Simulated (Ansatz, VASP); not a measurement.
One calculation of TiCo, two programs

```
Ti Co
1.0
     2.98611    0.00000    0.00000
     0.00000    2.98611    0.00000
     0.00000    0.00000    2.98611
Ti Co
1 1
Cartesian
  0.0000 0.0000 -0.0500
  1.4931 1.4931 1.4931
```

Change from the starting cell: all Ti atoms moved -0.050 Å, as atom 1 along Cartesian [0 0 1].

Alike in both runs: task single point; functional PBE; k mesh 16 × 16 × 16; occupations gaussian, width 0.15 eV; collinear spin.

|  | VASP | Ansatz |
| --- | --- | --- |
| version | VASP 6.6.1 | Ansatz 0.2.0 |
| potentials or method | VASP PAW PBE potentials, release 64 (Ti_sv, Co), cutoff 520 eV | scalar-relativistic, plane waves, PAW |
| valence electrons in the cell | 21 | 29 |

VASP gave:

| Property | Result |
| --- | --- |
| gap on the k mesh at the Fermi level (eV) | none |
| pressure (GPa) | -0.5 |
| rms of the force components (eV/Å) | 0.142 |
| net moment per atom (μB) | 0.43 |
| size of the moment on the site where the two differ most (μB) | 0.94 |

Question: What did Ansatz give for the same quantities?

Answer: gap on the k mesh at the Fermi level (eV): none; pressure (GPa): 0.0; rms of the force components (eV/Å): 0.144; net moment per atom (μB): 0.44; size of the moment on the site where the two differ most (μB): 0.97.

Site moments also hang on the region over which each program counts them. Atom by atom the forces differ by 0.002 eV/Å (rms over components). A gap of «none» marks a metal or a gap that the smearing closes. VASP's potentials hold 21 valence electrons a cell and Ansatz's 29, so a difference there can come from the potentials and not from the codes.
